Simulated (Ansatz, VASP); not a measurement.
BaSi3: VASP beside Ansatz

Contents of INCAR:

```
PREC = Accurate
ENCUT = 520
EDIFF = 1E-7
ISMEAR = 0
SIGMA = 0.05
LREAL = False
LASPH = True
NELM = 80
ALGO = Normal
ISIF = 2
LWAVE = False
LCHARG = False
GGA = PE
NBANDS = 32
```

File KPOINTS:

```
regular mesh
0
Gamma
  6 6 3
```

POSCAR

```
BaSi3
1.0
    4.4872196948      0.0000000000      0.0000000000
    0.0000000000      4.4872196948      0.0000000000
    0.0000000000      0.0000000000      8.9744393896
Ba Si
2 6
Direct
    0.0000000000      0.0000000000      0.0000000000
    0.0000000000      0.0000000000      0.5000000000
    0.0000000000      0.5000000000      0.2500000000
    0.5000000000      0.5000000000      0.0000000000
    0.5000000000      0.0000000000      0.2500000000
    0.0000000000      0.5000000000      0.7500000000
    0.5000000000      0.5000000000      0.5000000000
    0.5000000000      0.0000000000      0.7500000000
```

Input for Ansatz:

```yaml
crystal:
  lattice:
    - [4.4872196948, 0.0, 0.0]
    - [0.0, 4.4872196948, 0.0]
    - [0.0, 0.0, 8.9744393896]
  atoms:
    - { symbol: Ba, position: [0.0, 0.0, 0.0] }
    - { symbol: Si, position: [0.0, 0.5, 0.25] }
    - { symbol: Si, position: [0.5, 0.5, 0.0] }
    - { symbol: Si, position: [0.5, 0.0, 0.25] }
    - { symbol: Ba, position: [0.0, 0.0, 0.5] }
    - { symbol: Si, position: [0.0, 0.5, 0.75] }
    - { symbol: Si, position: [0.5, 0.5, 0.5] }
    - { symbol: Si, position: [0.5, 0.0, 0.75] }
basis:
  ecutwfc: 420
  ecutrho_ratio: 4
kpoints:
  mp_grid: { grid: [6, 6, 3] }
hamiltonian:
  xc: pbe
scf:
  occupations: { method: gaussian, width: 0.05 }
output:
  forces: true
  stress: true
  eigenvalues: true
```

Alike in both runs: task single point; functional PBE; k mesh 6 × 6 × 3; occupations gaussian, width 0.05 eV; no spin polarisation.

|  | VASP | Ansatz |
| --- | --- | --- |
| version | VASP 6.6.1 | Ansatz 0.2.0 |
| potentials or method | VASP PAW PBE potentials, release 64 (Ba_sv, Si), cutoff 520 eV | scalar-relativistic, plane waves, PAW |
| valence electrons in the cell | 44 | 44 |

```tsv
	VASP	Ansatz	Ansatz less VASP
gap on the k mesh at the Fermi level (eV)	none	none	-
pressure (GPa)	0.8	0.0	-0.79
```

A gap of «none» marks a metal or a gap that the smearing closes. The functional is the same, so the differences come from potentials, cutoffs and numerics.

Spin-orbit coupling is off throughout.
